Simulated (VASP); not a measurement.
Here is a VASP 6.6.1 calculation.

File INCAR:

```
  ALGO = Normal
  EDIFF = 1E-7
  ENCUT = 520
  GGA = PS
  ISIF = 2
  ISMEAR = -1
  LASPH = True
  LCHARG = False
  LREAL = False
  LWAVE = False
  NBANDS = 25
  NELM = 80
  PREC = Accurate
  SIGMA = 0.02
```

KPOINTS

```
k-points
0
Gamma
  6 6 6
```

POSCAR

```
LiNbO3
1.0
    3.9261621783      0.0000000000      0.0000000000
    0.0000000000      3.9261621783      0.0000000000
    0.0000000000      0.0000000000      3.9261621783
Li Nb O
1 1 3
Direct
    0.0000000000      0.0000000000      0.0000000000
    0.5000000000      0.5000000000      0.5000000000
    0.5000000000      0.5000000000      0.0000000000
    0.5000000000      0.0000000000      0.5000000000
    0.0000000000      0.5000000000      0.5000000000
```

Potentials or basis: VASP PAW PBE potentials, release 64 (Li_sv, Nb_sv, O).

Command:

```sh
$ cat potpaw_PBE.64/Li_sv/POTCAR potpaw_PBE.64/Nb_sv/POTCAR potpaw_PBE.64/O/POTCAR > POTCAR
$ mpirun -np 1 vasp_std > vasp.out
```

What does it give for the band gap on the k mesh?

1.66 eV, indirect (least direct gap 2.45 eV).

 Expect the measured gap to be larger: semilocal functionals such as PBEsol lack the derivative discontinuity.
